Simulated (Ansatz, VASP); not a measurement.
Two plane-wave programs on Sb2Te4O

```xyz
7
Lattice="4.1418 0.0000 0.0000 -2.0709 3.5869 0.0000 0.0000 0.0000 12.7032" Properties=species:S:1:pos:R:3 pbc="T T T"
Sb    0.0000    0.0000    3.1395
Sb    0.0000    0.0000    9.5637
Te    0.0000    2.3913    5.0417
Te    2.0709    1.1956    7.6615
Te    2.0709    1.1956   11.6299
Te    0.0000    2.3913    1.0734
O     0.0000    0.0000    6.3516
```

Change from the starting cell: species swapped into the LiTa2S4 type (P-3m1, No. 164).

Alike in both runs: functional PBE; k mesh 4 × 4 × 1; occupations gaussian, width 0.15 eV; no spin polarisation.

Ansatz relaxed the structure, and its values are those at the end. VASP's run is a single point on that final structure, the one shown.

|  | VASP | Ansatz |
| --- | --- | --- |
| version | VASP 6.6.1 | Ansatz 0.2.0 |
| potentials or method | VASP PAW PBE potentials, release 64 (Sb, Te, O), cutoff 600 eV | scalar-relativistic, plane waves, PAW |
| valence electrons in the cell | 40 | 100 |

|  | VASP | Ansatz | Ansatz less VASP |
| --- | --- | --- | --- |
| gap on the k mesh at the Fermi level (eV) | none | none | - |
| pressure (GPa) | -0.1 | 0.0 | +0.11 |
| rms of the force components (eV/Å) | 0.009 | 0.011 | +0.0013 |

A gap of «none» marks a metal or a gap that the smearing closes. VASP's potentials hold 40 valence electrons a cell and Ansatz's 100, so a difference there can come from the potentials and not from the codes.

The k mesh is coarse, so the values compare programs but aren't converged. Neither program's run includes spin-orbit coupling.
